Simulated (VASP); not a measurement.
# HC20 in VASP: a series of runs, part 2 of 2

VASP 6.6.1. Earlier steps stand in the parts before.

## Step 3: Single point, LDA

The input, INCAR:

```
PREC = Accurate
ENCUT = 520
EDIFF = 1E-6
ISMEAR = 0
SIGMA = 0.05
LREAL = Auto
LASPH = True
NELM = 80
ALGO = Fast
ISIF = 2
LWAVE = False
LCHARG = False
LDIPOL = True
IDIPOL = 3
DIPOL = 0.5 0.5 0.294
NBANDS = 108
```

The input, KPOINTS:

```
regular mesh
0
Gamma
  4 4 1
```

The input, POSCAR:

```
HC20
1.0
    7.2015518731      0.0000000000      0.0000000000
   -3.3194130427      7.7907812636      0.0000000000
    0.0000000000      0.0000000000     22.7916832250
C H
40 2
Direct
    0.2501129010      0.1667043003      0.1755026147
    0.2501129010      0.6667043003      0.1755026147
    0.7501129009      0.1667043003      0.1755026147
    0.7501129009      0.6667043003      0.1755026147
    0.2498870990      0.3332956997      0.1755026147
    0.2498870990      0.8332956997      0.1755026147
    0.7498870990      0.3332956997      0.1755026147
    0.7498870990      0.8332956997      0.1755026147
    0.2501129010      0.4167043003      0.2291325538
    0.2501129010      0.9167043003      0.2291325538
    0.7501129009      0.4167043003      0.2291325538
    0.7501129009      0.9167043003      0.2291325538
    0.2498870990      0.0832956997      0.2291325538
    0.2498870991      0.5832956997      0.2291325538
    0.7498870990      0.0832956997      0.2291325538
    0.7498870990      0.5832956997      0.2291325538
    0.2500458055      0.1676520614      0.2827258575
    0.2500458055      0.6676520614      0.2827258575
    0.7500458055      0.1676520614      0.2827258575
    0.7500458055      0.6676520614      0.2827258575
    0.2499541945      0.3323479386      0.2827258575
    0.2499541945      0.8323479386      0.2827258575
    0.7499541945      0.3323479386      0.2827258575
    0.7499541945      0.8323479386      0.2827258575
    0.2500622594      0.4183368654      0.3365410697
    0.2500622594      0.9183368654      0.3365410697
    0.7500622594      0.4183368654      0.3365410697
    0.7500622594      0.9183368654      0.3365410697
    0.2499377406      0.0816631346      0.3365410697
    0.2499377406      0.5816631346      0.3365410697
    0.7499377406      0.0816631346      0.3365410697
    0.7499377406      0.5816631346      0.3365410697
    0.2501903787      0.1771682769      0.3857408485
    0.2501903787      0.6771682769      0.3857408485
    0.7501903787      0.1771682769      0.3857408485
    0.7501903787      0.6771682769      0.3857408485
    0.2498096213      0.3228317231      0.3857408485
    0.2498096213      0.8228317231      0.3857408485
    0.7498096213      0.3228317231      0.3857408485
    0.7498096213      0.8228317231      0.3857408485
    0.9998096213      0.2531023790      0.5436932017
    0.9998096213      0.3925610672      0.5436932017
```

Potentials or basis: VASP PAW LDA potentials, release 64 (C, H).

The run is started by

```console
$ cat potpaw_LDA.64/C/POTCAR potpaw_LDA.64/H/POTCAR > POTCAR
$ mpirun -np 1 vasp_std > vasp.out
```

OUTCAR:

```text
PREC = Accurate
   ENCUT = 520
   EDIFF = 1E-6
   ISMEAR = 0
   LREAL = Auto
   LASPH = True
   NELM = 80
   ISIF = 2

 ion  position               nearest neighbor table
   1  0.250  0.167  0.176-   5 1.41  13 1.41
   2  0.250  0.667  0.176-   6 1.41  14 1.41
   3  0.750  0.167  0.176-   7 1.41  15 1.41
   4  0.750  0.667  0.176-   8 1.41  16 1.41
   5  0.250  0.333  0.176-   1 1.41   9 1.41
   6  0.250  0.833  0.176-   2 1.41  10 1.41
   7  0.750  0.333  0.176-   3 1.41  11 1.41
   8  0.750  0.833  0.176-   4 1.41  12 1.41
   9  0.250  0.417  0.229-  14 1.41   5 1.41  21 1.41
  10  0.250  0.917  0.229-  13 1.41   6 1.41  22 1.41
  11  0.750  0.417  0.229-  16 1.41   7 1.41  23 1.41
  12  0.750  0.917  0.229-  15 1.41   8 1.41  24 1.41
  13  0.250  0.083  0.229-  10 1.41   1 1.41  17 1.41
  14  0.250  0.583  0.229-   9 1.41   2 1.41  18 1.41
[... 16 lines left out ...]
  31  0.750  0.082  0.337-  35 1.38  28 1.38  19 1.43
  32  0.750  0.582  0.337-  36 1.38  27 1.38  20 1.43
  33  0.250  0.177  0.386-  37 1.23  29 1.38
  34  0.250  0.677  0.386-  38 1.23  30 1.38
  35  0.750  0.177  0.386-  39 1.23  31 1.38
  36  0.750  0.677  0.386-  40 1.23  32 1.38
[... 276 lines left out ...]
      4     -20.5817      2.00000
      5     -20.4532      2.00000
      6     -20.3023      2.00000
[... 949 lines left out ...]
     92      -0.4413      0.00000
     93      -0.4410      0.00000
 [bands above 93 left out]

------------------------ aborting loop because EDIFF is reached ----------------------------------------

 vacuum level on the upper side and lower side of the slab       (xc-potential included)        -0.596         0.300

  FORCE on cell =-STRESS in cart. coord.  units (eV):
  Direction    XX          YY          ZZ          XY          YZ          ZX
  --------------------------------------------------------------------------------------
  -------------------------------------------------------------------------------------
  Total       -2.2314990     -9.6746597     -9.2027932      3.2837772      0.0073795      0.0095343
  in kB       -2.7959138    -12.1216790    -11.5304629      4.1143455      0.0092460      0.0119458
  external PRESSURE =      -8.8160185 kB  Pullay stress =       0.0000000 kB

 VOLUME and BASIS-vectors are now :
 -----------------------------------------------------------------------------
  energy-cutoff  :      520.00
  volume of cell :     1278.74
      direct lattice vectors                 reciprocal lattice vectors
     7.201551873  0.000000000  0.000000000     0.138858960  0.059163545  0.000000000
    -3.319413043  7.790781264  0.000000000     0.000000000  0.128356832  0.000000000
     0.000000000  0.000000000 22.791683225     0.000000000  0.000000000  0.043875654

 POSITION                                       TOTAL-FORCE (eV/Angst)
 -----------------------------------------------------------------------------------
      1.24784      1.29876      4.00000        -2.683681      6.312746      1.103395
     -0.41187      5.19415      4.00000        -2.684138      6.311426      1.103608
      4.84862      1.29876      4.00000        -2.684109      6.312950      1.103342
      3.18891      5.19415      4.00000        -2.684012      6.311658      1.103779
      0.69323      2.59663      4.00000         2.683638     -6.312708      1.103465
     -0.96648      6.49202      4.00000         2.684142     -6.311493      1.103591
[... 34 lines left out ...]
      6.36003      1.97187     12.39168        -1.745031      4.103849     -0.017607
      5.89711      3.05836     12.39168         1.747497     -4.101249     -0.014228
 -----------------------------------------------------------------------------------
    total drift:                                0.000075     -0.000171     -0.043286

  FREE ENERGIE OF THE ION-ELECTRON SYSTEM (eV)
  ---------------------------------------------------
  free  energy   TOTEN  =      -368.3142486022 eV

  energy  without entropy=     -368.2966406894  energy(sigma->0) =     -368.30544465

 vacuum level on the upper side and lower side of the slab         2.262         3.174
```

It took 90 min on 1 thread of Oxide Virtual Turin-like, shared host; peak memory 1.3 GiB.

What came out:

```
Free energy   : -368.3142 eV
Largest force : 6.948 eV/Å
```

Forces on the atoms (eV/Å):
```
C   -2.684  6.313  1.103
C   -2.684  6.311  1.104
C   -2.684  6.313  1.103
C   -2.684  6.312  1.104
C    2.684 -6.313  1.103
C    2.684 -6.311  1.104
C    2.684 -6.313  1.103
C    2.684 -6.312  1.104
C   -0.173  0.415 -1.182
C   -0.174  0.415 -1.183
C   -0.173  0.414 -1.182
C   -0.174  0.414 -1.183
C    0.173 -0.414 -1.182
C    0.174 -0.415 -1.183
C    0.174 -0.414 -1.182
C    0.174 -0.415 -1.183
C    0.001 -0.012  0.009
C    0.001 -0.010  0.011
C    0.001 -0.011  0.009
C    0.001 -0.010  0.011
C   -0.001  0.010  0.010
C   -0.001  0.010  0.011
C   -0.001  0.011  0.009
C   -0.001  0.010  0.011
C   -0.012  0.050  0.016
C   -0.010  0.050  0.008
C   -0.008  0.044  0.013
C   -0.010  0.049  0.007
C    0.009 -0.043  0.008
C    0.010 -0.051  0.009
C    0.008 -0.044  0.013
C    0.010 -0.050  0.008
C    0.032 -0.057  0.069
C    0.032 -0.055  0.061
C    0.035 -0.054  0.064
C    0.034 -0.054  0.059
C   -0.034  0.050  0.060
C   -0.034  0.054  0.062
C   -0.031  0.056  0.064
C   -0.033  0.055  0.061
H   -1.745  4.104 -0.018
H    1.747 -4.101 -0.014
```

Levels at points of the mesh, in eV from the Fermi level:
| k point | band 79 | band 80 | band 81 | band 82 | band 83 | band 84 |
| --- | --- | --- | --- | --- | --- | --- |
| (0.00, 0.00, 0.00) | -0.82 | -0.19 | -0.04 | 0.01 | 0.51 | 0.63 |
| (0.50, 0.00, 0.00) | -0.97 | -0.12 | -0.12 | 0.18 | 0.18 | 0.84 |
| (0.00, 0.50, 0.00) | -1.09 | -1.09 | -1.09 | 0.63 | 0.63 | 0.66 |
| (0.50, 0.50, 0.00) | -1.17 | -0.79 | -0.79 | 0.51 | 0.51 | 0.77 |
